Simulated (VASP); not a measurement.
# Cs (Pm-3m) in VASP: notebook

The runs below take Cs through single point, with PBE.

Program: VASP 6.6.1. These are calculated values, not measurements. Logs are shortened: lines on timing, memory, paths and dates and some standing lists are left out, and cuts for length are marked.

## 1. The cell of the first run

Symmetry: Pm-3m, No. 221, cubic system. The conventional cell has a = 4.988 Å, b = 4.988 Å, c = 4.988 Å, α = 90.00°, β = 90.00°, γ = 90.00°.

This isn't the form of Cs at room conditions, which is bcc.

## 2. Single point, PBE (124.11 Å³/atom)

INCAR

```
SYSTEM = Cs
PREC     = Accurate       ! precision mode
ENCUT    = 520            ! plane-wave cutoff, eV
EDIFF    = 1E-6           ! SCF threshold, eV
ISMEAR   = 0              ! smearing method
SIGMA    = 0.1            ! smearing width, eV
LREAL    = .False.        ! projectors in reciprocal space
LASPH    = .True.         ! aspherical terms in the spheres
NELM     = 100            ! most SCF steps
ALGO     = Fast           ! electronic algorithm
ISIF     = 2              ! what is computed and relaxed
LWAVE    = .False.        ! write WAVECAR
LCHARG   = .True.         ! write CHGCAR
GGA      = PE             ! functional
LELF     = .True.         ! ELF
LVHAR    = .True.       
NBANDS   = 10             ! bands
```

KPOINTS

```
Automatic mesh
0
Gamma
  12 12 12
  0 0 0
```

POSCAR

```
Cs
1.0
    4.9881076269      0.0000000000      0.0000000000
    0.0000000000      4.9881076269      0.0000000000
    0.0000000000      0.0000000000      4.9881076269
Cs
1
Direct
    0.5000000000      0.5000000000      0.5000000000
```

Potentials or basis: VASP PAW PBE potentials, release 64 (Cs_sv).

On the command line:

```bash
cat potpaw_PBE.64/Cs_sv/POTCAR > POTCAR
mpirun -np 1 vasp_std > vasp.out
```

OUTCAR:

```text
SYSTEM = Cs
   PREC = Accurate
   ENCUT = 520
   EDIFF = 1E-6
   ISMEAR = 0
   LREAL = .False.
   LASPH = .True.
   NELM = 100
   ISIF = 2
   GGA = PE

 ion  position               nearest neighbor table
   1  0.500  0.500  0.500-

  LATTYP: Found a simple cubic cell.
 ALAT       =     4.9881076269

  Lattice vectors:

 A1 = (   4.9881076269,   0.0000000000,   0.0000000000)
 A2 = (   0.0000000000,   4.9881076269,   0.0000000000)
 A3 = (   0.0000000000,   0.0000000000,   4.9881076269)

Analysis of symmetry for initial positions (statically):
=====================================================================
 Subroutine PRICEL returns:
 Original cell was already a primitive cell.

 Routine SETGRP: Setting up the symmetry group for a
 simple cubic supercell.

 Subroutine GETGRP returns: Found 48 space group operations
 (whereof 48 operations were pure point group operations)
 out of a pool of 48 trial point group operations.

The static configuration has the point symmetry O_h .

Analysis of symmetry for dynamics (positions and initial velocities):
=====================================================================
 Subroutine PRICEL returns:
 Original cell was already a primitive cell.

 Routine SETGRP: Setting up the symmetry group for a
 simple cubic supercell.

 Subroutine GETGRP returns: Found 48 space group operations
 (whereof 48 operations were pure point group operations)
 out of a pool of 48 trial point group operations.

The dynamic configuration has the point symmetry O_h .

 Subroutine INISYM returns: Found 48 space group operations
 (whereof 48 operations are pure point group operations),
 and found     1 'primitive' translations

----------------------------------------------------------------------------------------

                                     Primitive cell

  volume of cell :     124.1102

  direct lattice vectors                    reciprocal lattice vectors
     4.988107627  0.000000000  0.000000000     0.200476829  0.000000000  0.000000000
     0.000000000  4.988107627  0.000000000     0.000000000  0.200476829  0.000000000
     0.000000000  0.000000000  4.988107627     0.000000000  0.000000000  0.200476829

  length of vectors
     4.988107627  4.988107627  4.988107627     0.200476829  0.200476829  0.200476829

  position of ions in fractional coordinates (direct lattice)
     0.500000000  0.500000000  0.500000000

  ion indices of the primitive-cell ions
   primitive index   ion index
                 1           1

----------------------------------------------------------------------------------------

 KPOINTS: Automatic mesh

Automatic generation of k-mesh.
 Grid dimensions read from file:
 generate k-points for:   12   12   12

 Generating k-lattice:

  Cartesian coordinates                     Fractional coordinates (reciprocal lattice)
     0.016706402  0.000000000  0.000000000     0.083333333  0.000000000  0.000000000
     0.000000000  0.016706402  0.000000000     0.000000000  0.083333333  0.000000000
     0.000000000  0.000000000  0.016706402     0.000000000  0.000000000  0.083333333

  Length of vectors
     0.016706402  0.016706402  0.016706402

  Shift w.r.t. Gamma in fractional coordinates (k-lattice)
     0.000000000  0.000000000  0.000000000

 Subroutine IBZKPT returns following result:
 ===========================================

 Found     84 irreducible k-points:

 Following reciprocal coordinates:
            Coordinates               Weight
  0.000000  0.000000  0.000000      1.000000
  0.083333  0.000000  0.000000      6.000000
  0.166667  0.000000  0.000000      6.000000
  0.250000  0.000000  0.000000      6.000000
  0.333333  0.000000  0.000000      6.000000
  0.416667  0.000000  0.000000      6.000000
[... 16 lines left out ...]
  0.333333  0.333333  0.000000     12.000000
  0.416667  0.333333  0.000000     24.000000
 [... further k-points ...]
   k-points           NKPTS =     84   k-points in BZ     NKDIM =     84   number of bands    NBANDS=     10
   number of dos      NEDOS =    301   number of ions     NIONS =      1
   total plane-waves  NPLWV =  64000
   dimension x,y,z NGX =    40 NGY =   40 NGZ =   40
   dimension x,y,z NGXF=    80 NGYF=   80 NGZF=   80
   ions per type =               1
   NGX,Y,Z   is equivalent  to a cutoff of  13.33, 13.33, 13.33 a.u.
   NGXF,Y,Z  is equivalent  to a cutoff of  26.66, 26.66, 26.66 a.u.
 SYSTEM =  Cs
   PREC   = accura    normal or accurate (medium, high low for compatibility)
   ISTART =      0    job   : 0-new  1-cont  2-samecut
   ICHARG =      2    charge: 1-file 2-atom 10-const
   ISPIN  =      1    spin polarized calculation?
   LNONCOLLINEAR =      F non collinear calculations
   LSORBIT =      F    spin-orbit coupling
   LASPH  =      T    aspherical Exc in radial PAW
   ENCUT  =  520.0 eV  38.22 Ry    6.18 a.u.   9.27  9.27  9.27*2*pi/ulx,y,z
   NELM   =    100;   NELMIN=  2; NELMDL= -5     # of ELM steps
   EDIFF  = 0.1E-05   stopping-criterion for ELM
   LREAL  =      F    real-space projection
   EDIFFG = 0.1E-04   stopping-criterion for IOM
   NSW    =      0    number of steps for IOM
   IBRION =     -1    ionic relax: 0-MD 1-quasi-New 2-CG
   NFREE  =      0    steps in history (QN), initial steepest desc. (CG)
   ISIF   =      2    stress and relaxation
   ISYM   =      2    0-nonsym 1-usesym 2-fastsym
   POTIM  = 0.5000    time-step for ionic-motion
   TEBEG  =    0.0;   TEEND  =   0.0 temperature during run
   PSTRESS=    0.0 pullay stress
   NELECT =       9.0000    total number of electrons
   NUPDOWN=      -1.0000    fix difference up-down
   EMIN   =  10.00;   EMAX   =-10.00  energy-range for DOS
   EFERMI =   0.00;   METHOD = LEGACY
   ISMEAR =     0;   SIGMA  =   0.10  broadening in eV -4-tet -1-fermi 0-gaus
   EFERMI_NEDOS =   21; number of points for ismear=-14 and -15
   IALGO  =     68    algorithm
   IMIX   =      4    mixing-type and parameters
     AMIX     =   0.40;   BMIX     =  1.00
     AMIX_MAG =   1.60;   BMIX_MAG =  1.00
  volume/ion in A,a.u.               =     124.11       837.54
  Fermi-wavevector in a.u.,A,eV,Ry     =   0.682684  1.290086  6.341100  0.466058
  Thomas-Fermi vector in A             =   1.761829
   LORBIT       =      0    0 simple, 1 ext, 2 COOP (PROOUT), +10 PAW based schemes
   GGA     = PE    functional components
   LHFCALC =     F    Hartree Fock is set to
   AEXX    =    0.0000 exact exchange contribution
   IVDW    =     0    specifies the selected vdW correction
   LEPSILON=     F    determine dielectric tensor
   LRPA    =     F    only Hartree local field effects (RPA)
 non-spin polarized calculation
 RMM-DIIS sequential band-by-band and
 Gauss-broadening in eV      SIGMA  =   0.10
  energy-cutoff  :      520.00
  volume of cell :      124.11
 maximum number of plane-waves:      3407
 NGX is ok and might be reduce to    40
   NGX = 19   NGY = 19   NGZ = 19

 number of electron       8.9999998 magnetization

 Free energy of the ion-electron system (eV)
  ---------------------------------------------------
  ext. energy  EPLUGINS =         0.00000000
  ---------------------------------------------------
  free energy    TOTEN  =        -0.76039756 eV

  energy without entropy =       -0.75434900  energy(sigma->0) =       -0.75737328

 E-fermi :   0.3102     XC(G=0):  -5.2079

 val. band max:        0.2902885818   @ k =   0.4167   0.2500   0.0000
 cond. band min:       0.3147752560   @ k =   0.3333   0.2500   0.2500
 fundamental gap:      0.0244866742
 Fermi energy:         0.3101747074

 k-point     1 :       0.0000    0.0000    0.0000
  band No.  band energies     occupation
      1     -23.7480      2.00000
      2     -10.4769      2.00000
      3     -10.4769      2.00000
      4     -10.4769      2.00000
      5      -1.3064      2.00000
      6       1.6428      0.00000
      7       1.6428      0.00000
      8       4.5656      0.00000
      9       4.5657      0.00000
     10       4.5693      0.00000

 k-point     2 :       0.0833    0.0000    0.0000
  band No.  band energies     occupation
      1     -23.7475      2.00000
      2     -10.4886      2.00000
      3     -10.4759      2.00000
      4     -10.4759      2.00000
      5      -1.2495      2.00000
      6       1.6615      0.00000
      7       1.6658      0.00000
      8       4.3301      0.00000
      9       4.3309      0.00000
     10       4.5781      0.00000

 k-point     3 :       0.1667    0.0000    0.0000
  band No.  band energies     occupation
      1     -23.7462      2.00000
      2     -10.5204      2.00000
      3     -10.4732      2.00000
      4     -10.4732      2.00000
      5      -1.0846      2.00000
      6       1.6798      0.00000
      7       1.7317      0.00000
      8       3.9563      0.00000
      9       3.9566      0.00000
     10       4.5261      0.00000

 k-point     4 :       0.2500    0.0000    0.0000
  band No.  band energies     occupation
      1     -23.7445      2.00000
      2     -10.5630      2.00000
      3     -10.4695      2.00000
      4     -10.4695      2.00000
      5      -0.8264      2.00000
      6       1.5932      0.00000
      7       1.8295      0.00000
      8       3.6226      0.00000
      9       3.6226      0.00000
     10       4.3352      0.00000
[... 222 lines left out ...]
 k-point    22 :       0.5000    0.2500    0.0000
  band No.  band energies     occupation
      1     -23.7376      2.00000
      2     -10.6351      2.00000
      3     -10.5445      2.00000
      4     -10.4551      2.00000
      5       0.6451      0.00000
      6       0.6952      0.00000
      7       2.3394      0.00000
      8       2.5834      0.00000
      9       3.3169      0.00000
     10       3.9701      0.00000

 k-point    23 :       0.3333    0.3333    0.0000
  band No.  band energies     occupation
      1     -23.7376      2.00000
      2     -10.5914      2.00000
      3     -10.5880      2.00000
      4     -10.4551      2.00000
      5       0.2112      1.83819
      6       1.3355      0.00000
      7       2.1424      0.00000
      8       2.6576      0.00000
      9       3.5340      0.00000
     10       3.7168      0.00000

 k-point    24 :       0.4167    0.3333    0.0000
  band No.  band energies     occupation
      1     -23.7363      2.00000
      2     -10.6190      2.00000
      3     -10.5859      2.00000
      4     -10.4525      2.00000
      5       0.4918      0.01022
      6       1.1421      0.00000
      7       2.2546      0.00000
      8       2.5723      0.00000
      9       3.4526      0.00000
     10       3.7042      0.00000

 [... further k-points ...]

------------------------ aborting loop because EDIFF is reached ----------------------------------------

  FORCE on cell =-STRESS in cart. coord.  units (eV):
  Direction    XX          YY          ZZ          XY          YZ          ZX
  --------------------------------------------------------------------------------------
  -------------------------------------------------------------------------------------
  Total        0.0375816      0.0375816      0.0375816      0.0000000      0.0000000      0.0000000
  in kB        0.4851530      0.4851530      0.4851530      0.0000000      0.0000000      0.0000000
  external PRESSURE =       0.4851530 kB  Pullay stress =       0.0000000 kB

 VOLUME and BASIS-vectors are now :
 -----------------------------------------------------------------------------
  energy-cutoff  :      520.00
  volume of cell :      124.11
      direct lattice vectors                 reciprocal lattice vectors
     4.988107627  0.000000000  0.000000000     0.200476829  0.000000000  0.000000000
     0.000000000  4.988107627  0.000000000     0.000000000  0.200476829  0.000000000
     0.000000000  0.000000000  4.988107627     0.000000000  0.000000000  0.200476829

 POSITION                                       TOTAL-FORCE (eV/Angst)
 -----------------------------------------------------------------------------------
      2.49405      2.49405      2.49405         0.000000      0.000000      0.000000
 -----------------------------------------------------------------------------------
    total drift:                                0.000000      0.000000     -0.000000

  FREE ENERGIE OF THE ION-ELECTRON SYSTEM (eV)
  ---------------------------------------------------
  free  energy   TOTEN  =        -0.7603975621 eV

  energy  without entropy=       -0.7543489978  energy(sigma->0) =       -0.75737328
```

It took 94 s on 1 thread of Intel Xeon 6975P-C (Granite Rapids), shared host; peak memory 0.29 GiB.

What came out:

* Free energy: -0.7604 eV
* Pressure: 0.0 GPa
* Band gap on the k mesh: zero (an odd number of electrons rules out a gap without spin polarisation)

Caveat: spin-orbit coupling is left out, which moves the levels of the heavy elements.

## 3. Single point, PBE

This run uses another cell than the first one, of 127.95 Å³/atom.

INCAR

```
SYSTEM = Cs
PREC     = Accurate       ! precision mode
ENCUT    = 520            ! plane-wave cutoff, eV
EDIFF    = 1E-7           ! SCF threshold, eV
ISMEAR   = 0              ! smearing method
SIGMA    = 0.1            ! smearing width, eV
LREAL    = .FALSE.        ! projectors in reciprocal space
LASPH    = .TRUE.         ! aspherical terms in the spheres
NELM     = 100            ! most SCF steps
ALGO     = Normal         ! electronic algorithm
ISIF     = 2              ! what is computed and relaxed
LWAVE    = .FALSE.        ! write WAVECAR
LCHARG   = .FALSE.        ! write CHGCAR
GGA      = PE             ! functional
NBANDS   = 10             ! bands
```

KPOINTS

```
Automatic mesh
0
G
  12 12 12
  0 0 0
```

POSCAR

```
Cs
1.0
    5.0390102000      0.0000000000      0.0000000000
    0.0000000000      5.0390102000      0.0000000000
    0.0000000000      0.0000000000      5.0390102000
Cs
1
Direct
    0.5000000000      0.5000000000      0.5000000000
```

Potentials or basis: VASP PAW PBE potentials, release 64 (Cs_sv).

On the command line:

```bash
cat potpaw_PBE.64/Cs_sv/POTCAR > POTCAR
mpirun -np 1 vasp_std > vasp.out
```

OUTCAR:

```text
SYSTEM = Cs
   PREC = Accurate
   ENCUT = 520
   EDIFF = 1E-7
   ISMEAR = 0
   LREAL = .FALSE.
   LASPH = .TRUE.
   NELM = 100
   ISIF = 2
   GGA = PE

 ion  position               nearest neighbor table
   1  0.500  0.500  0.500-

  LATTYP: Found a simple cubic cell.
 ALAT       =     5.0390102000

  Lattice vectors:

 A1 = (   5.0390102000,   0.0000000000,   0.0000000000)
 A2 = (   0.0000000000,   5.0390102000,   0.0000000000)
 A3 = (   0.0000000000,   0.0000000000,   5.0390102000)

Analysis of symmetry for initial positions (statically):
=====================================================================
 Subroutine PRICEL returns:
 Original cell was already a primitive cell.

 Routine SETGRP: Setting up the symmetry group for a
 simple cubic supercell.

 Subroutine GETGRP returns: Found 48 space group operations
 (whereof 48 operations were pure point group operations)
 out of a pool of 48 trial point group operations.

The static configuration has the point symmetry O_h .

Analysis of symmetry for dynamics (positions and initial velocities):
[... 164 lines left out ...]

 k-point     1 :       0.0000    0.0000    0.0000
  band No.  band energies     occupation
      1     -23.8290      2.00000
      2     -10.5634      2.00000
      3     -10.5634      2.00000
      4     -10.5634      2.00000
      5      -1.3467      2.00000
      6       1.5810      0.00000
      7       1.5810      0.00000
      8       4.4247      0.00000
      9       4.4247      0.00000
     10       4.4247      0.00000
[... 287 lines left out ...]
 k-point    24 :       0.4167    0.3333    0.0000
  band No.  band energies     occupation
      1     -23.8189      2.00000
      2     -10.6925      2.00000
      3     -10.6625      2.00000
      4     -10.5414      2.00000
      5       0.4270      0.00730
      6       1.0659      0.00000
      7       2.1428      0.00000
      8       2.4659      0.00000
      9       3.3456      0.00000
     10       3.5897      0.00000

 [... further k-points ...]

------------------------ aborting loop because EDIFF is reached ----------------------------------------

  FORCE on cell =-STRESS in cart. coord.  units (eV):
  Direction    XX          YY          ZZ          XY          YZ          ZX
  --------------------------------------------------------------------------------------
  -------------------------------------------------------------------------------------
  Total       -0.0011947     -0.0011947     -0.0011947     -0.0000000     -0.0000000     -0.0000000
  in kB       -0.0149605     -0.0149605     -0.0149605     -0.0000000     -0.0000000     -0.0000000
  external PRESSURE =      -0.0149605 kB  Pullay stress =       0.0000000 kB

 VOLUME and BASIS-vectors are now :
 -----------------------------------------------------------------------------
  energy-cutoff  :      520.00
  volume of cell :      127.95
      direct lattice vectors                 reciprocal lattice vectors
     5.039010200  0.000000000  0.000000000     0.198451672  0.000000000  0.000000000
     0.000000000  5.039010200  0.000000000     0.000000000  0.198451672  0.000000000
     0.000000000  0.000000000  5.039010200     0.000000000  0.000000000  0.198451672

 POSITION                                       TOTAL-FORCE (eV/Angst)
 -----------------------------------------------------------------------------------
      2.51951      2.51951      2.51951         0.000000      0.000000      0.000000
 -----------------------------------------------------------------------------------
    total drift:                                0.000000      0.000000     -0.000000

  FREE ENERGIE OF THE ION-ELECTRON SYSTEM (eV)
  ---------------------------------------------------
  free  energy   TOTEN  =        -0.7611016847 eV

  energy  without entropy=       -0.7550083526  energy(sigma->0) =       -0.75805502
```

OSZICAR:

```text
N       E                     dE             d eps       ncg     rms          rms(c)
DAV:   1     0.630472069928E+02    0.63047E+02   -0.29055E+03  1680   0.589E+02
DAV:   2     0.524447944249E+01   -0.57803E+02   -0.56794E+02  2234   0.112E+02
DAV:   3    -0.670300117273E+00   -0.59148E+01   -0.59084E+01  1934   0.452E+01
DAV:   4    -0.760449237473E+00   -0.90149E-01   -0.90132E-01  2160   0.663E+00
DAV:   5    -0.760941317708E+00   -0.49208E-03   -0.49206E-03  2360   0.462E-01    0.145E-01
DAV:   6    -0.760740114962E+00    0.20120E-03   -0.14853E-03  2240   0.180E-01    0.103E-01
DAV:   7    -0.761041284944E+00   -0.30117E-03   -0.47477E-03  2270   0.331E-01    0.443E-02
DAV:   8    -0.761093157044E+00   -0.51872E-04   -0.15706E-04  1936   0.795E-02    0.699E-03
DAV:   9    -0.761101096756E+00   -0.79397E-05   -0.78554E-06  2028   0.129E-02    0.473E-03
DAV:  10    -0.761101350722E+00   -0.25397E-06   -0.27694E-06  1852   0.815E-03    0.101E-03
DAV:  11    -0.761101574523E+00   -0.22380E-06   -0.62823E-08  1996   0.132E-03    0.422E-04
DAV:  12    -0.761101696435E+00   -0.12191E-06   -0.30797E-08  1450   0.815E-04    0.456E-05
DAV:  13    -0.761101684745E+00    0.11691E-07   -0.12405E-09   958   0.192E-04
   1 F= -.76110168E+00 E0= -.75805502E+00  d E =-.609333E-02
```

It took 81 s on 1 thread of Intel Xeon 6975P-C (Granite Rapids), shared host; peak memory 0.29 GiB.

Results:

| Item | Value |
| --- | --- |
| Free energy | -0.7611 eV |
| Pressure | 0.0 GPa |
| Band gap on the k mesh | zero (an odd number of electrons rules out a gap without spin polarisation) |

Caveat: spin-orbit coupling is left out, which moves the levels of the heavy elements.

[end of part 1 of 2]
